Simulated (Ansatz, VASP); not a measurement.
AlGa3N4 in VASP and in Ansatz

The input INCAR:

```
PREC = Accurate
ENCUT = 520
EDIFF = 1E-6
ISMEAR = 0
SIGMA = 0.05
LREAL = False
LASPH = True
NELM = 80
ALGO = Normal
ISIF = 2
LWAVE = False
LCHARG = True
GGA = PS
LELF = True
LVHAR = True
NBANDS = 41
```

Contents of KPOINTS:

```
regular mesh
0
Gamma
  6 6 6
```

POSCAR

```
AlGa3N4
1.0
    4.2589415476      0.0000000000      0.0000000000
    0.0000000000      4.4675774128      0.0000000000
    0.0000000000      0.0000000000      4.4675774128
Al Ga N
1 3 4
Direct
    0.0000000000      0.0000000000      0.0000000000
    0.4631343825      0.5000000673      0.0000000000
    0.5368656175      0.0000000000      0.4999994893
    0.0000000000      0.4999999327      0.5000005107
    0.7550465856      0.7436685412      0.2335759052
    0.7550462288      0.2563311435      0.7664241363
    0.2449537297      0.7664242732      0.7436686781
    0.2449534559      0.2335760421      0.2563312804
```

Input for Ansatz:

```yaml
crystal:
  lattice:
    - [4.2589415476, 0.0, 0.0]
    - [0.0, 4.4675774128, 0.0]
    - [0.0, 0.0, 4.4675774128]
  atoms:
    - { symbol: Al, position: [0.0, 0.0, 0.0] }
    - { symbol: Ga, position: [0.4631343825, 0.5000000673, 0.0] }
    - { symbol: Ga, position: [0.5368656175, 0.0, 0.4999994893] }
    - { symbol: Ga, position: [0.0, 0.4999999327, 0.5000005107] }
    - { symbol: "N", position: [0.7550465856, 0.7436685412, 0.2335759052] }
    - { symbol: "N", position: [0.7550462288, 0.2563311435, 0.7664241363] }
    - { symbol: "N", position: [0.2449537297, 0.7664242732, 0.7436686781] }
    - { symbol: "N", position: [0.2449534559, 0.2335760421, 0.2563312804] }
basis:
  ecutwfc: 520.0
kpoints:
  mp_grid: { grid: [6, 6, 6] }
hamiltonian:
  xc: pbesol
  pseudopotentials: { kind: paw, azcp: { folder: soft_1 } }
scf:
  occupations: { method: gaussian, width: 0.05 }
output:
  forces: true
  stress: true
  eigenvalues: true
```

Change from the starting cell: mode 4 frozen in at -0.165 Å, normal strain along x -0.0467.

Alike in both runs: task single point; functional PBEsol; k mesh 6 × 6 × 6; occupations gaussian, width 0.05 eV; no spin polarisation.

|  | VASP | Ansatz |
| --- | --- | --- |
| version | VASP 6.6.1 | Ansatz 0.2.0 |
| potentials or method | VASP PAW PBE potentials, release 64 (Al, Ga_d, N), cutoff 520 eV | scalar-relativistic, plane waves, PAW |
| valence electrons in the cell | 62 | 62 |

|  | VASP | Ansatz | Ansatz less VASP |
| --- | --- | --- | --- |
| gap on the k mesh at the Fermi level (eV) | 2.47 | 2.45 | -0.016 |
| least direct gap on the mesh (eV) | 2.47 | 2.45 | -0.016 |
| pressure (GPa) | 9.3 | 9.5 | +0.17 |
| traceless stress, the component that is largest in VASP (GPa) | 2.44 | 2.41 | -0.033 |
| rms of the force components (eV/Å) | 0.405 | 0.403 | -0.0016 |

VASP's potentials were made for PBE, not for PBEsol, and Ansatz warns of the same on its side. Atom by atom the forces differ by 0.008 eV/Å (rms over components). Ansatz's warnings: structure snapped to symmetry.
